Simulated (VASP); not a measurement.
Set up this calculation in VASP 6.6.1, as the native input.

| Quantity | Value |
| --- | --- |
| Task | single point |
| Functional | LDA |
| Potentials or basis | VASP PAW LDA potentials, release 64 (Ga_d, As) |
| Cutoff | 520 eV |
| k mesh | 12 × 12 × 12 |
| Occupations | gaussian, width 0.1 eV |
| Spin | no spin polarisation |
| Dipole correction | no |
| Further INCAR settings | ALGO = Normal; EDIFF = 1e-06; NBANDS = 16 |

The structure of GaAs lies in POSCAR:

```
GaAs
1.0
    0.0000000000      2.8016907859      2.8016907859
    2.8016907859      0.0000000000      2.8016907859
    2.8016907859      2.8016907859      0.0000000000
Ga As
1 1
Direct
    0.0000000000      0.0000000000      0.0000000000
    0.7500000000      0.7500000000      0.7500000000
```

These files were run (other wordings do the same):

INCAR

```
SYSTEM = GaAs
PREC = Accurate
ENCUT = 520
EDIFF = 1E-6
ISMEAR = 0
SIGMA = 0.1
LREAL = .FALSE.
LASPH = .TRUE.
NELM = 100
ALGO = Normal
ISIF = 2
LWAVE = .FALSE.
LCHARG = .FALSE.
GGA = CA
NBANDS = 16
```

KPOINTS

```
Automatic mesh
0
G
  12 12 12
  0 0 0
```

Potentials or basis: VASP PAW LDA potentials, release 64 (Ga_d, As).

Launch:

```console
$ cat potpaw_LDA.64/Ga_d/POTCAR potpaw_LDA.64/As/POTCAR > POTCAR
$ mpirun -np 1 vasp_std > vasp.out
```

Results of the run:

| Quantity | Value |
| --- | --- |
| Pressure | 0.3 GPa |
| Band gap on the k mesh | 0.54 eV, direct |

Run time: 59 s on 1 thread of Intel Xeon 8259CL, with other jobs on the host, peak memory 0.15 GiB.
